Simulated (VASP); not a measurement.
Write the native input for VASP 6.6.1 that does the following.

```
Task                   : single point
Functional             : PBEsol
Potentials or basis    : VASP PAW PBE potentials, release 64 (Al, Fe)
Cutoff                 : 520 eV
k mesh                 : 14 × 14 × 14
Occupations            : gaussian, width 0.1 eV
Spin                   : collinear spin, ferromagnetic start
Starting moments       : [0.0, 0.75] μB
Dipole correction      : no
Further INCAR settings : ALGO = Fast; EDIFF = 1e-06; NBANDS = 16
```

The structure of AlFe lies in POSCAR:

```
AlFe
1.0
    2.8162682241      0.0000000000      0.0000000000
    0.0000000000      2.8162682241      0.0000000000
    0.0000000000      0.0000000000      2.8162682241
Al Fe
1 1
Direct
    0.0000000000      0.0000000000      0.0000000000
    0.5000000000      0.5000000000      0.5000000000
```

This cell differs from its parent crystal: volume scaled by 0.97.

These files were run (other wordings do the same):

INCAR

```
SYSTEM = AlFe
PREC = Accurate
ENCUT = 520
EDIFF = 1E-6
ISMEAR = 0
SIGMA = 0.1
LREAL = .False.
LASPH = .True.
NELM = 150
ALGO = Fast
ISIF = 2
LWAVE = .False.
LCHARG = .False.
ISPIN = 2
MAGMOM = 0 0.75
LORBIT = 11
LMAXMIX = 4
GGA = PS
NBANDS = 16
```

KPOINTS

```
regular mesh
0
Gamma
  14 14 14
  0 0 0
```

Potentials or basis: VASP PAW PBE potentials, release 64 (Al, Fe).

Run with:

```console
$ cat potpaw_PBE.64/Al/POTCAR potpaw_PBE.64/Fe/POTCAR > POTCAR
$ mpirun -np 1 vasp_std > vasp.out
```

It gave:

| Property | Result |
| --- | --- |
| Pressure | 6.5 GPa |
| Net moment | 0.64 μB per cell |
| Site moments | Al -0.02; Fe +0.67 μB |
| Valence electrons inside the program's atomic spheres | Al 0.87; Fe 7.56 |

Caveat: the PAW data sets were made with another functional, which shifts forces and pressure a little.

It took 42 s on 1 thread of AMD EPYC 9R45 96-Core Processor (Zen 5), on a shared host, peak memory 0.17 GiB.
